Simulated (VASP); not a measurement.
Write the native input for VASP 6.6.1 that does the following.

```yaml
Task: single point
Functional: PBE
Potentials_or_basis: VASP PAW PBE potentials, release 64 (Ge_d, Se)
Cutoff: 520 eV
k_mesh: 6 × 6 × 8
Occupations: gaussian, width 0.1 eV
Spin: no spin polarisation
Dipole_correction: no
Further_INCAR_settings: ALGO = Normal; EDIFF = 1e-07; NBANDS = 42
```

The structure of GeSe3 lies in POSCAR:

```
GeSe3
1.0
    6.0398006772      0.0000000000      0.0000000000
   -3.0199003386      5.2306208202      0.0000000000
    0.0000000000      0.0000000000      5.4146074253
Ge Se
2 6
Direct
    0.3333333333      0.6666666667      0.2500000000
    0.6666666667      0.3333333333      0.7500000000
    0.8223925856      0.6447851711      0.2500000000
    0.1776074144      0.8223925856      0.7500000000
    0.3552148289      0.1776074144      0.2500000000
    0.1776074144      0.3552148289      0.7500000000
    0.8223925856      0.1776074144      0.2500000000
    0.6447851711      0.8223925856      0.7500000000
```

The input as run:

INCAR

```
ALGO     = Normal         # electronic algorithm
EDIFF    = 1E-7           # SCF threshold, eV
ENCUT    = 520            # plane-wave cutoff, eV
GGA      = PE             # functional
ISIF     = 2              # what is computed and relaxed
ISMEAR   = 0              # smearing method
LASPH    = True           # aspherical terms in the spheres
LCHARG   = False          # write CHGCAR
LREAL    = False          # projectors in reciprocal space
LWAVE    = False          # write WAVECAR
NBANDS   = 42             # bands
NELM     = 60             # most SCF steps
PREC     = Accurate       # precision mode
SIGMA    = 0.1            # smearing width, eV
```

KPOINTS

```
k-points
0
Gamma
  6 6 8
```

Potentials or basis: VASP PAW PBE potentials, release 64 (Ge_d, Se).

Launch:

```console
$ cat potpaw_PBE.64/Ge_d/POTCAR potpaw_PBE.64/Se/POTCAR > POTCAR
$ mpirun -np 1 vasp_std > vasp.out
```

It gave:

The pressure is 0.0 GPa. The band gap on the k mesh is zero (bands 32 and 33 overlap by 2.16 eV).

It took 2.3 min on 1 thread of Intel(R) Xeon(R) 6975P-C (Granite Rapids), with other jobs on the host, peak memory 0.41 GiB.
